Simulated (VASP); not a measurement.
# InSb (Fm-3m) in VASP: single point with PBEsol

Aim: the single point of InSb with PBEsol.

Everything below comes from runs of VASP 6.6.1. Logs are shortened: lines on timing, memory, paths and dates and some standing lists are left out, and cuts for length are marked.

## 1. The cell of the first run

The structure is cubic, space group Fm-3m (No. 225). Conventional cell: a = 6.037 Å, b = 6.037 Å, c = 6.037 Å, α = 90.00°, β = 90.00°, γ = 90.00°. Within 4.0 Å of In (site symmetry m-3m) lie 6 Sb at 3.02 Å. Sb (site symmetry m-3m) has 6 In at 3.02 Å within 4.0 Å.

## 2. Single point, PBEsol

INCAR

```
  ALGO = Normal
  EDIFF = 1E-6
  ENCUT = 500
  GGA = PS
  GGA_COMPAT = False
  ISIF = 2
  ISMEAR = 0
  LASPH = True
  LCHARG = True
  LELF = True
  LREAL = False
  LVHAR = True
  LWAVE = False
  NBANDS = 16
  NELM = 120
  PREC = Accurate
  SIGMA = 0.1
```

KPOINTS

```
k-points
0
Gamma
  12 12 12
```

POSCAR

```
InSb
1.0
    0.0000000000      3.0186075815      3.0186075815
    3.0186075815      0.0000000000      3.0186075815
    3.0186075815      3.0186075815      0.0000000000
In Sb
1 1
Direct
    0.0000000000      0.0000000000      0.0000000000
    0.5000000000      0.5000000000      0.5000000000
```

Potentials or basis: VASP PAW PBE potentials, release 64 (In_d, Sb).

Launch:

```console
$ cat potpaw_PBE.64/In_d/POTCAR potpaw_PBE.64/Sb/POTCAR > POTCAR
$ mpirun -np 1 vasp_std > vasp.out
```

OUTCAR:

```text
EDIFF = 1E-6
   ENCUT = 500
   GGA = PS
   ISIF = 2
   ISMEAR = 0
   LASPH = True
   LREAL = False
   NELM = 120
   PREC = Accurate

 ion  position               nearest neighbor table
   1  0.000  0.000  0.000-   2 3.02   2 3.02   2 3.02   2 3.02   2 3.02   2 3.02
   2  0.500  0.500  0.500-   1 3.02   1 3.02   1 3.02   1 3.02   1 3.02   1 3.02

  LATTYP: Found a face centered cubic cell.
 ALAT       =     6.0372151630

  Lattice vectors:

 A1 = (   0.0000000000,   3.0186075815,   3.0186075815)
 A2 = (   3.0186075815,   0.0000000000,   3.0186075815)
 A3 = (   3.0186075815,   3.0186075815,   0.0000000000)

Analysis of symmetry for initial positions (statically):
=====================================================================
 Subroutine PRICEL returns:
 Original cell was already a primitive cell.

 Routine SETGRP: Setting up the symmetry group for a
 face centered cubic supercell.

 Subroutine GETGRP returns: Found 48 space group operations
 (whereof 48 operations were pure point group operations)
 out of a pool of 48 trial point group operations.

The static configuration has the point symmetry O_h .

Analysis of symmetry for dynamics (positions and initial velocities):
=====================================================================
 Subroutine PRICEL returns:
 Original cell was already a primitive cell.

 Routine SETGRP: Setting up the symmetry group for a
 face centered cubic supercell.

 Subroutine GETGRP returns: Found 48 space group operations
 (whereof 48 operations were pure point group operations)
 out of a pool of 48 trial point group operations.

The dynamic configuration has the point symmetry O_h .

 Subroutine INISYM returns: Found 48 space group operations
 (whereof 48 operations are pure point group operations),
 and found     1 'primitive' translations

----------------------------------------------------------------------------------------

                                     Primitive cell

  volume of cell :      55.0111

  direct lattice vectors                    reciprocal lattice vectors
     0.000000000  3.018607581  3.018607581    -0.165639285  0.165639285  0.165639285
     3.018607581  0.000000000  3.018607581     0.165639285 -0.165639285  0.165639285
     3.018607581  3.018607581  0.000000000     0.165639285  0.165639285 -0.165639285

  length of vectors
     4.268955781  4.268955781  4.268955781     0.286895656  0.286895656  0.286895656

  position of ions in fractional coordinates (direct lattice)
     0.000000000  0.000000000  0.000000000
     0.500000000  0.500000000  0.500000000

  ion indices of the primitive-cell ions
   primitive index   ion index
                 1           1
                 2           2

----------------------------------------------------------------------------------------

 KPOINTS: k-points

Automatic generation of k-mesh.
 Grid dimensions read from file:
 generate k-points for:   12   12   12

 Generating k-lattice:

  Cartesian coordinates                     Fractional coordinates (reciprocal lattice)
    -0.013803274  0.013803274  0.013803274     0.083333333  0.000000000  0.000000000
     0.013803274 -0.013803274  0.013803274     0.000000000  0.083333333  0.000000000
     0.013803274  0.013803274 -0.013803274     0.000000000  0.000000000  0.083333333

  Length of vectors
     0.023907971  0.023907971  0.023907971

  Shift w.r.t. Gamma in fractional coordinates (k-lattice)
     0.000000000  0.000000000  0.000000000

 Subroutine IBZKPT returns following result:
 ===========================================

 Found     72 irreducible k-points:

 Following reciprocal coordinates:
            Coordinates               Weight
  0.000000  0.000000  0.000000      1.000000
  0.083333  0.000000  0.000000      8.000000
  0.166667  0.000000  0.000000      8.000000
  0.250000  0.000000  0.000000      8.000000
  0.333333  0.000000  0.000000      8.000000
  0.416667  0.000000  0.000000      8.000000
[... 16 lines left out ...]
  0.500000  0.166667  0.000000     24.000000
 -0.416667  0.166667  0.000000     24.000000
 [... further k-points ...]
   k-points           NKPTS =     72   k-points in BZ     NKDIM =     72   number of bands    NBANDS=     16
   number of dos      NEDOS =    301   number of ions     NIONS =      2
   total plane-waves  NPLWV =  32768
   dimension x,y,z NGX =    32 NGY =   32 NGZ =   32
   dimension x,y,z NGXF=    64 NGYF=   64 NGZF=   64
   ions per type =               1   1
   NGX,Y,Z   is equivalent  to a cutoff of  12.46, 12.46, 12.46 a.u.
   NGXF,Y,Z  is equivalent  to a cutoff of  24.92, 24.92, 24.92 a.u.
 SYSTEM =  unknown system
   PREC   = accura    normal or accurate (medium, high low for compatibility)
   ISTART =      0    job   : 0-new  1-cont  2-samecut
   ICHARG =      2    charge: 1-file 2-atom 10-const
   ISPIN  =      1    spin polarized calculation?
   LNONCOLLINEAR =      F non collinear calculations
   LSORBIT =      F    spin-orbit coupling
   LASPH  =      T    aspherical Exc in radial PAW
   ENCUT  =  500.0 eV  36.75 Ry    6.06 a.u.   7.78  7.78  7.78*2*pi/ulx,y,z
   NELM   =    120;   NELMIN=  2; NELMDL= -5     # of ELM steps
   EDIFF  = 0.1E-05   stopping-criterion for ELM
   LREAL  =      F    real-space projection
   EDIFFG = 0.1E-04   stopping-criterion for IOM
   NSW    =      0    number of steps for IOM
   IBRION =     -1    ionic relax: 0-MD 1-quasi-New 2-CG
   NFREE  =      0    steps in history (QN), initial steepest desc. (CG)
   ISIF   =      2    stress and relaxation
   ISYM   =      2    0-nonsym 1-usesym 2-fastsym
   POTIM  = 0.5000    time-step for ionic-motion
   TEBEG  =    0.0;   TEEND  =   0.0 temperature during run
   PSTRESS=    0.0 pullay stress
   NELECT =      18.0000    total number of electrons
   NUPDOWN=      -1.0000    fix difference up-down
   EMIN   =  10.00;   EMAX   =-10.00  energy-range for DOS
   EFERMI =   0.00;   METHOD = LEGACY
   ISMEAR =     0;   SIGMA  =   0.10  broadening in eV -4-tet -1-fermi 0-gaus
   EFERMI_NEDOS =   21; number of points for ismear=-14 and -15
   IALGO  =     38    algorithm
   IMIX   =      4    mixing-type and parameters
     AMIX     =   0.40;   BMIX     =  1.00
     AMIX_MAG =   1.60;   BMIX_MAG =  1.00
  volume/ion in A,a.u.               =      27.51       185.62
  Fermi-wavevector in a.u.,A,eV,Ry     =   1.128104  2.131807 17.315017  1.272618
  Thomas-Fermi vector in A             =   2.264792
   LORBIT       =      0    0 simple, 1 ext, 2 COOP (PROOUT), +10 PAW based schemes
   GGA     = PS    functional components
   LHFCALC =     F    Hartree Fock is set to
   AEXX    =    0.0000 exact exchange contribution
   IVDW    =     0    specifies the selected vdW correction
   LEPSILON=     F    determine dielectric tensor
   LRPA    =     F    only Hartree local field effects (RPA)
 non-spin polarized calculation
 Gauss-broadening in eV      SIGMA  =   0.10
  energy-cutoff  :      500.00
  volume of cell :       55.01
 maximum number of plane-waves:      1411
   NGX = 15   NGY = 15   NGZ = 15

 number of electron      17.9999991 magnetization

 Free energy of the ion-electron system (eV)
  ---------------------------------------------------
  ext. energy  EPLUGINS =         0.00000000
  ---------------------------------------------------
  free energy    TOTEN  =        -7.53853128 eV

  energy without entropy =       -7.53061941  energy(sigma->0) =       -7.53457534

 E-fermi :   7.0315     XC(G=0): -10.0966

 val. band max:        7.0202694192   @ k =   0.3333   0.0833   0.0000
 cond. band min:       7.0529586296   @ k =   0.1667   0.0000   0.0000
 fundamental gap:      0.0326892104
 Fermi energy:         7.0314902336

 k-point     1 :       0.0000    0.0000    0.0000
  band No.  band energies     occupation
      1      -7.3203      2.00000
      2      -7.3203      2.00000
      3      -7.2867      2.00000
      4      -7.2867      2.00000
      5      -7.2867      2.00000
      6      -4.2132      2.00000
[... 8 lines left out ...]
     15      13.2520      0.00000
     16      13.2520      0.00000

 k-point     2 :       0.0833    0.0000    0.0000
  band No.  band energies     occupation
      1      -7.3225      2.00000
      2      -7.3225      2.00000
      3      -7.2867      2.00000
      4      -7.2848      2.00000
      5      -7.2848      2.00000
      6      -4.1350      2.00000
[... 8 lines left out ...]
     15      13.4619      0.00000
     16      13.4619      0.00000

 k-point     3 :       0.1667    0.0000    0.0000
  band No.  band energies     occupation
      1      -7.3291      2.00000
      2      -7.3291      2.00000
      3      -7.2871      2.00000
      4      -7.2793      2.00000
      5      -7.2793      2.00000
      6      -3.9028      2.00000
[... 8 lines left out ...]
     15      13.9170      0.00000
     16      13.9170      0.00000

 k-point     4 :       0.2500    0.0000    0.0000
  band No.  band energies     occupation
      1      -7.3389      2.00000
      2      -7.3389      2.00000
      3      -7.2879      2.00000
      4      -7.2708      2.00000
      5      -7.2708      2.00000
      6      -3.5274      2.00000
[... 8 lines left out ...]
     15      14.6389      0.00000
     16      14.6389      0.00000
[... 324 lines left out ...]
 k-point    22 :       0.4167    0.1667    0.0000
  band No.  band energies     occupation
      1      -7.3886      2.00000
      2      -7.3333      2.00000
      3      -7.2900      2.00000
      4      -7.2616      2.00000
      5      -7.2516      2.00000
      6      -2.5853      2.00000
[... 8 lines left out ...]
     15      17.4365      0.00000
     16      17.6072      0.00000

 k-point    23 :       0.5000    0.1667    0.0000
  band No.  band energies     occupation
      1      -7.3889      2.00000
      2      -7.3434      2.00000
      3      -7.2861      2.00000
      4      -7.2603      2.00000
      5      -7.2491      2.00000
      6      -2.1363      2.00000
[... 8 lines left out ...]
     15      17.6684      0.00000
     16      17.7340      0.00000

 k-point    24 :      -0.4167    0.1667    0.0000
  band No.  band energies     occupation
      1      -7.3818      2.00000
      2      -7.3507      2.00000
      3      -7.2832      2.00000
      4      -7.2604      2.00000
      5      -7.2514      2.00000
      6      -2.0548      2.00000
[... 8 lines left out ...]
     15      16.4196      0.00000
     16      16.4684      0.00000

 [... further k-points ...]

------------------------ aborting loop because EDIFF is reached ----------------------------------------

  FORCE on cell =-STRESS in cart. coord.  units (eV):
  Direction    XX          YY          ZZ          XY          YZ          ZX
  --------------------------------------------------------------------------------------
  -------------------------------------------------------------------------------------
  Total        0.0061408      0.0061408      0.0061408      0.0000000      0.0000000     -0.0000000
  in kB        0.1788479      0.1788479      0.1788479      0.0000000      0.0000000     -0.0000000
  external PRESSURE =       0.1788479 kB  Pullay stress =       0.0000000 kB

 VOLUME and BASIS-vectors are now :
 -----------------------------------------------------------------------------
  energy-cutoff  :      500.00
  volume of cell :       55.01
      direct lattice vectors                 reciprocal lattice vectors
     0.000000000  3.018607581  3.018607581    -0.165639285  0.165639285  0.165639285
     3.018607581  0.000000000  3.018607581     0.165639285 -0.165639285  0.165639285
     3.018607581  3.018607581  0.000000000     0.165639285  0.165639285 -0.165639285

 POSITION                                       TOTAL-FORCE (eV/Angst)
 -----------------------------------------------------------------------------------
      0.00000      0.00000      0.00000         0.000000      0.000000      0.000000
      3.01861      3.01861      3.01861        -0.000000     -0.000000     -0.000000
 -----------------------------------------------------------------------------------
    total drift:                                0.000000     -0.000000     -0.000000

  FREE ENERGIE OF THE ION-ELECTRON SYSTEM (eV)
  ---------------------------------------------------
  free  energy   TOTEN  =        -7.5385312775 eV

  energy  without entropy=       -7.5306194087  energy(sigma->0) =       -7.53457534
```

Wall time 35 s (1 thread of AMD EPYC 7R13 (Zen 3), shared host); peak memory 0.18 GiB.

What came out:

| Quantity | Value |
| --- | --- |
| Free energy | -7.5385 eV |
| Pressure | 0.0 GPa |
| Band gap on the k mesh | zero (bands 9 and 10 overlap by 2.90 eV) |

Caveat: the PAW data sets were made with another functional, which shifts forces and pressure a little; spin-orbit coupling is left out, which moves the levels of the heavy elements.

The gap in the log of VASP goes by the Fermi energy; the results here count the filled bands.